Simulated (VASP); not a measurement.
Set up this calculation in VASP 6.6.1, as the native input.

| Item | Value |
| --- | --- |
| Task | G0W0 quasiparticle levels |
| Functional | PBE |
| Potentials or basis | VASP PAW PBE potentials, release 64 (Na_sv_GW, Cl_GW) |
| Cutoff | 500 eV |
| k mesh | 4 × 4 × 4 |
| Occupations | gaussian, width 0.01 eV |
| Spin | no spin polarisation |
| Dipole correction | no |
| GW scheme | G0W0 |
| GW iterations | 1 |
| Cutoff of the response function | 150 |
| Frequency points | 96 |
| Empty bands | 179 |
| Further INCAR settings | ALGO = EVGW0; EDIFF = 1e-08; NBANDS = 187 |

Crystal: NaCl.

```
Na Cl
1.0
     0.00000    2.76066    2.82372
     2.76066    0.00000    2.82372
     2.76066    2.76066    0.00000
Na Cl
1 1
Cartesian
  0.0000 0.0000 0.0000
  2.7607 2.7607 2.8237
```

One way to write it, as run:

POSCAR

```
NaCl
1.0
    0.0000000000      2.7606583272      2.8237190504
    2.7606583272      0.0000000000      2.8237190504
    2.7606583272      2.7606583272      0.0000000000
Na Cl
1 1
Direct
    0.0000000000      0.0000000000      0.0000000000
    0.5000000000      0.5000000000      0.5000000000
```

INCAR.step1

```
ALGO = Normal
EDIFF = 1E-8
ENCUT = 500
GGA = PE
ISMEAR = 0
LASPH = T
LCHARG = F
LREAL = F
LWAVE = T
NELM = 60
PREC = Accurate
SIGMA = 0.01
```

INCAR.step2

```
ALGO = Exact
EDIFF = 1E-8
ENCUT = 500
GGA = PE
ISMEAR = 0
ISTART = 1
LASPH = T
LCHARG = F
LOPTICS = T
LREAL = F
LWAVE = T
NBANDS = 187
NELM = 1
PREC = Accurate
SIGMA = 0.01
```

INCAR.step3

```
ALGO = EVGW0
EDIFF = 1E-8
ENCUT = 500
ENCUTGW = 150.0
GGA = PE
ISMEAR = 0
ISTART = 1
LASPH = T
LCHARG = F
LREAL = F
LWAVE = F
NBANDS = 187
NBANDSGW = 16
NELMGW = 1
NOMEGA = 96
OMEGAMAX = 20
PREC = Accurate
PRECFOCK = Fast
SIGMA = 0.01
```

KPOINTS

```
k-points
0
Gamma
  4 4 4
```

Potentials or basis: VASP PAW PBE potentials, release 64 (Na_sv_GW, Cl_GW).

Command:

```bash
$ cat potpaw_PBE.64/Na_sv_GW/POTCAR potpaw_PBE.64/Cl_GW/POTCAR > POTCAR
$ cp INCAR.step1 INCAR
$ mpirun -np 1 vasp_std > vasp.out
$ cp INCAR.step2 INCAR
$ mpirun -np 1 vasp_std > vasp.out
$ cp INCAR.step3 INCAR
$ mpirun -np 1 vasp_std > vasp.out
```

Results of the run:

The quasiparticle gap is 8.13 eV. The least direct quasiparticle gap is 8.13 eV, the band gap of the starting levels on the mesh is 5.27 eV and the least direct gap of the starting levels on the mesh is 5.27 eV.

Caveat: the k points lie up to 0.49 Å⁻¹ apart; bands, screening cutoff and mesh are small and nothing is extrapolated, so the quasiparticle values aren't converged.

Run time: 2.6 min on 1 thread of Intel(R) Xeon(R) 6975P-C (Granite Rapids), on a shared host, peak memory 0.52 GiB.
